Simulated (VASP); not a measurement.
## Bi: single point with PBEsol

Crystal: Bi.

```
CELL_PARAMETERS angstrom
3.17227 0.00000 0.00000
0.00000 3.15588 0.00000
-0.07881 0.00000 6.31234
ATOMIC_POSITIONS crystal
Bi 0.54425 0.00000 0.74958
Bi 0.45575 0.00000 0.25042
```

```
Program                : VASP 6.6.1
Task                   : single point
Functional             : PBEsol
Potentials or basis    : VASP PAW PBE potentials, release 64 (Bi_d)
Cutoff                 : 520 eV
k mesh                 : 8 × 8 × 4
Occupations            : fermi-dirac, width 0.05 eV
Spin                   : no spin polarisation
Dipole correction      : no
Further INCAR settings : ALGO = Fast; EDIFF = 1e-06; NBANDS = 22
```

```yaml
Pressure: 3.2 GPa
Largest_force: 0.023 eV/Å
Band_gap_on_the_k_mesh: zero (band 15 reaches 11.53 eV, above the bottom of band 16 at 4.81 eV)
```

Forces in eV/Å, atoms in the order of the input:
```
Bi   0.023  0.000 -0.003
Bi  -0.023  0.000  0.003
```

Stress tensor (GPa, compression positive):
```
 3.03  0.00 -0.19
 0.00  3.91  0.00
-0.19  0.00  2.74
```

Levels at points of the mesh, in eV from the Fermi level:
```tsv
k point	band 12	band 13	band 14	band 15	band 16	band 17	band 18	band 19
(0.00, 0.00, 0.00)	-11.47	-5.46	3.38	3.43	3.45	5.15	5.61	6.83
(0.50, 0.00, 0.00)	-9.38	-5.41	-3.47	-3.32	2.24	5.59	5.83	7.82
(0.00, 0.50, 0.00)	-9.27	-5.47	-3.40	-3.38	2.54	5.56	5.60	7.48
(0.50, 0.50, 0.00)	-7.12	-3.42	-3.33	-1.53	-1.49	-1.35	2.58	5.02
(0.00, 0.00, 0.50)	-12.82	-1.96	-1.93	4.13	4.23	4.34	4.36	7.91
(0.50, 0.00, 0.50)	-10.67	-4.67	-4.65	0.22	0.32	5.34	5.39	6.52
(0.00, 0.50, 0.50)	-10.62	-4.64	-4.62	0.25	0.29	5.39	5.39	6.36
(0.50, 0.50, 0.50)	-8.46	-2.63	-2.61	-2.60	-2.58	2.40	2.51	3.29
```

Wall time 39 s on 1 thread of Intel(R) Xeon(R) Platinum 8488C (Sapphire Rapids), with other jobs on the host, peak memory 0.22 GiB.

Caveat: the PAW data sets were made with another functional, which shifts forces and pressure a little; spin-orbit coupling is left out, which moves the levels of the heavy elements.
